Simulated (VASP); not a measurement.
Here is a VASP 6.6.1 calculation.

The input INCAR:

```
PREC = Accurate
ENCUT = 520
EDIFF = 1E-6
ISMEAR = 0
SIGMA = 0.1
LREAL = False
LASPH = True
NELM = 80
ALGO = Normal
ISIF = 2
LWAVE = False
LCHARG = False
GGA = PE
NBANDS = 19
```

Contents of KPOINTS:

```
Automatic mesh
0
Gamma
  6 6 6
```

File POSCAR:

```
CaC3
1.0
   -1.7505947959      1.7505947959      3.5904853004
    1.7505947959     -1.7505947959      3.5904853004
    1.7505947959      1.7505947959     -3.5904853004
Ca C
1 3
Direct
    0.0000000000      0.0000000000      0.0000000000
    0.5000000000      0.5000000000      0.0000000000
    0.2500000000      0.7500000000      0.5000000000
    0.7500000000      0.2500000000      0.5000000000
```

Potentials or basis: VASP PAW PBE potentials, release 64 (Ca_sv, C).

Run with:

```console
$ cat potpaw_PBE.64/Ca_sv/POTCAR potpaw_PBE.64/C/POTCAR > POTCAR
$ mpirun -np 1 vasp_std > vasp.out
```

(1) What does it give for the band gap on the k mesh?

(2) What does it give for the pressure?

Results:

(1) zero (bands 11 and 12 overlap by 2.03 eV).

(2) 0.4 GPa.
